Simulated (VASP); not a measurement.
# Ta2N (P-3m1) in VASP: notebook, part 2 of 2

VASP 6.6.1. The steps go on from the part before.

**3. Relaxation of cell and atoms, PBEsol**

Input file INCAR:

```
SYSTEM = Ta2N
PREC     = Accurate       ! precision mode
ENCUT    = 600            ! plane-wave cutoff, eV
EDIFF    = 1E-7           ! SCF threshold, eV
ISMEAR   = 0              ! smearing method
SIGMA    = 0.1            ! smearing width, eV
LREAL    = .False.        ! projectors in reciprocal space
LASPH    = .True.         ! aspherical terms in the spheres
NELM     = 120            ! most SCF steps
ALGO     = Normal         ! electronic algorithm
ISIF     = 3              ! what is computed and relaxed
LWAVE    = .False.        ! write WAVECAR
LCHARG   = .False.        ! write CHGCAR
GGA      = PS             ! functional
IBRION   = 2              ! ionic algorithm
NSW      = 100            ! ionic steps
EDIFFG   = -0.005         ! ionic threshold
GGA_COMPAT= .False.      
NELMIN   = 4
```

Input file KPOINTS:

```
regular mesh
0
Gamma
  15 15 10
  0 0 0
```

Input file POSCAR:

```
Ta2N
1.0
    3.0847923154      0.0000000000      0.0000000000
   -1.5423961577      2.6715085105      0.0000000000
    0.0000000000      0.0000000000      4.8112453852
Ta N
2 1
Direct
    0.6666666667      0.3333333333      0.7479562253
    0.3333333333      0.6666666667      0.2520437747
    0.0000000000      0.0000000000      0.0000000000
```

Potentials or basis: VASP PAW PBE potentials, release 64 (Ta_pv, N).

The run is started by

```
> cat potpaw_PBE.64/Ta_pv/POTCAR potpaw_PBE.64/N/POTCAR > POTCAR
> mpirun -np 1 vasp_std > vasp.out
```

OUTCAR:

```text
SYSTEM = Ta2N
   PREC = Accurate
   ENCUT = 600
   EDIFF = 1E-7
   ISMEAR = 0
   LREAL = .False.
   LASPH = .True.
   NELM = 120
   ISIF = 3
   GGA = PS
   IBRION = 2
   NSW = 100
   EDIFFG = -0.005
   NELMIN = 4

 ion  position               nearest neighbor table
   1  0.667  0.333  0.748-   3 2.15   3 2.15   3 2.15   2 2.98   2 2.98   2 2.98   2 3.01   2 3.01
                             2 3.01
   2  0.333  0.667  0.252-   3 2.15   3 2.15   3 2.15   1 2.98   1 2.98   1 2.98   1 3.01   1 3.01
                             1 3.01
   3  0.000  0.000  0.000-   1 2.15   2 2.15   2 2.15   1 2.15   1 2.15   2 2.15

  LATTYP: Found a hexagonal cell.
 ALAT       =     3.0847923154
 C/A-ratio  =     1.5596659007

  Lattice vectors:

 A1 = (   3.0847923154,   0.0000000000,   0.0000000000)
 A2 = (  -1.5423961577,   2.6715085105,   0.0000000000)
 A3 = (   0.0000000000,   0.0000000000,   4.8112453852)

Analysis of symmetry for initial positions (statically):
=====================================================================
 Subroutine PRICEL returns:
 Original cell was already a primitive cell.

 Routine SETGRP: Setting up the symmetry group for a
 hexagonal supercell.

 Subroutine GETGRP returns: Found 12 space group operations
 (whereof 12 operations were pure point group operations)
 out of a pool of 24 trial point group operations.

The static configuration has the point symmetry D_3d.

Analysis of symmetry for dynamics (positions and initial velocities):
=====================================================================
 Subroutine PRICEL returns:
 Original cell was already a primitive cell.

 Routine SETGRP: Setting up the symmetry group for a
 hexagonal supercell.

 Subroutine GETGRP returns: Found 12 space group operations
 (whereof 12 operations were pure point group operations)
 out of a pool of 24 trial point group operations.

The dynamic configuration has the point symmetry D_3d.

 Subroutine INISYM returns: Found 12 space group operations
[... 128 lines left out ...]
   LEPSILON=     F    determine dielectric tensor
   LRPA    =     F    only Hartree local field effects (RPA)
 conjugate gradient relaxation of ions
 non-spin polarized calculation
 Gauss-broadening in eV      SIGMA  =   0.10
  energy-cutoff  :      600.00
  volume of cell :       39.65
 maximum number of plane-waves:      1345
 NGX is ok and might be reduce to    28
   NGX = 13   NGY = 13   NGZ = 19

--------------------------------------- Ionic step        1  -------------------------------------------

 number of electron      26.9999999 magnetization

 Free energy of the ion-electron system (eV)
  ---------------------------------------------------
  ext. energy  EPLUGINS =         0.00000000
  ---------------------------------------------------
  free energy    TOTEN  =       -36.49653778 eV

  energy without entropy =      -36.49134585  energy(sigma->0) =      -36.49394182

------------------------ aborting loop because EDIFF is reached ----------------------------------------

  FORCE on cell =-STRESS in cart. coord.  units (eV):
  Direction    XX          YY          ZZ          XY          YZ          ZX
  --------------------------------------------------------------------------------------
  -------------------------------------------------------------------------------------
  Total        0.1131320      0.1131320      0.1619200      0.0000000      0.0000000      0.0000000
  in kB        4.5714703      4.5714703      6.5429135      0.0000000      0.0000000      0.0000000
  external PRESSURE =       5.2286180 kB  Pullay stress =       0.0000000 kB
[... 209 lines left out ...]
--------------------------------------- Ionic step        7  -------------------------------------------

 number of electron      27.0000000 magnetization

 Free energy of the ion-electron system (eV)
  ---------------------------------------------------
  ext. energy  EPLUGINS =         0.00000000
  ---------------------------------------------------
  free energy    TOTEN  =       -36.49854973 eV

  energy without entropy =      -36.49316529  energy(sigma->0) =      -36.49585751

 E-fermi :   7.5686     XC(G=0): -13.1347

 val. band max:        7.5604696041   @ k =   0.2667   0.2000   0.4000
 cond. band min:       7.5709507560   @ k =   0.2000  -0.0000   0.4000
 fundamental gap:      0.0104811520
 Fermi energy:         7.5685796107

 k-point     1 :       0.0000    0.0000    0.0000
  band No.  band energies     occupation
      1     -28.0584      2.00000
      2     -27.2472      2.00000
      3     -27.2472      2.00000
      4     -27.1105      2.00000
      5     -27.1105      2.00000
      6     -26.9894      2.00000
[... 457 lines left out ...]
      4     -27.5107      2.00000
      5     -27.3470      2.00000
      6     -27.3003      2.00000
[... 9 lines left out ...]
     16      10.4657      0.00000
     17      11.3227      0.00000

 [... further k-points ...]

------------------------ aborting loop because EDIFF is reached ----------------------------------------

  FORCE on cell =-STRESS in cart. coord.  units (eV):
  Direction    XX          YY          ZZ          XY          YZ          ZX
  --------------------------------------------------------------------------------------
  -------------------------------------------------------------------------------------
  Total        0.0077123      0.0077123     -0.0063221      0.0000000     -0.0000000      0.0000000
  in kB        0.3116696      0.3116696     -0.2554883      0.0000000     -0.0000000      0.0000000
  external PRESSURE =       0.1226170 kB  Pullay stress =       0.0000000 kB
[... 18 lines left out ...]
  FREE ENERGIE OF THE ION-ELECTRON SYSTEM (eV)
  ---------------------------------------------------
  free  energy   TOTEN  =       -36.4985497281 eV

  energy  without entropy=      -36.4931652882  energy(sigma->0) =      -36.49585751

 reached required accuracy - stopping structural energy minimisation
```

OSZICAR:

```text
N       E                     dE             d eps       ncg     rms          rms(c)
DAV:   1     0.223270537051E+03    0.22327E+03   -0.16819E+04  8092   0.182E+03
DAV:   2    -0.302865947555E+02   -0.25356E+03   -0.25057E+03  9537   0.470E+02
DAV:   3    -0.394787925095E+02   -0.91922E+01   -0.89698E+01 10941   0.793E+01
DAV:   4    -0.395898548441E+02   -0.11106E+00   -0.10902E+00 10143   0.809E+00
[... 58 lines left out ...]
DAV:   1    -0.364985911349E+02   -0.43291E-04   -0.28256E-03  8133   0.462E-01    0.359E-02
DAV:   2    -0.364985602575E+02    0.30877E-04   -0.87912E-05 11078   0.755E-02    0.191E-02
DAV:   3    -0.364985500175E+02    0.10240E-04   -0.23354E-05 11073   0.341E-02    0.604E-03
DAV:   4    -0.364985497348E+02    0.28271E-06   -0.16982E-06 11483   0.962E-03    0.418E-03
DAV:   5    -0.364985497281E+02    0.67353E-08   -0.86486E-08  4749   0.239E-03
   7 F= -.36498550E+02 E0= -.36495858E+02  d E =-.138617E-03
```

Wall time 23 min (1 thread of Intel Xeon 8259CL, shared host); peak memory 0.34 GiB.

What came out:

```yaml
Free_energy: -36.4985 eV
Energy_gained_by_relaxing: 0.7 meV/atom
Ionic_steps: 7
Pressure_after_relaxing: 0.0 GPa
Band_gap_on_the_k_mesh: zero (an odd number of electrons rules out a gap without spin polarisation)
```

Step by step:
| step | energy change (eV) | largest force (eV/Å) | pressure (GPa) | volume (Å³) |
| --- | --- | --- | --- | --- |
| 1 | 0.0000 | 0.2038 | 0.52 | 39.65 |
| 2 | -0.0002 | 0.0818 | -1.90 | 39.90 |
| 3 | -0.0013 | 0.0549 | -0.75 | 39.78 |
| 4 | -0.0016 | 0.0559 | 0.58 | 39.56 |
| 5 | -0.0019 | 0.0129 | 0.07 | 39.64 |
| 6 | -0.0020 | 0.0016 | 0.03 | 39.64 |
| 7 | -0.0020 | 0.0017 | 0.01 | 39.65 |

Final structure:
```
CELL_PARAMETERS angstrom
3.07953 0.00000 0.00000
-1.53977 2.66695 0.00000
0.00000 0.00000 4.82725
ATOMIC_POSITIONS crystal
Ta 0.66667 0.33333 0.74601
Ta 0.33333 0.66667 0.25399
N 0.00000 0.00000 0.00000
```

Levels at points of the mesh, in eV from the Fermi level:
| k point | band 10 | band 11 | band 12 | band 13 | band 14 | band 15 | band 16 | band 17 |
| --- | --- | --- | --- | --- | --- | --- | --- | --- |
| (0.00, 0.00, 0.00) | -6.21 | -4.90 | -0.71 | -0.25 | -0.25 | 0.29 | 0.29 | 0.35 |
| (0.00, 0.00, 0.50) | -6.39 | -2.91 | -2.65 | -1.16 | -1.16 | 1.86 | 2.08 | 2.36 |

Caveat: the PAW data sets were made with another functional, which shifts forces and pressure a little; spin-orbit coupling is left out, which moves the levels of the heavy elements.
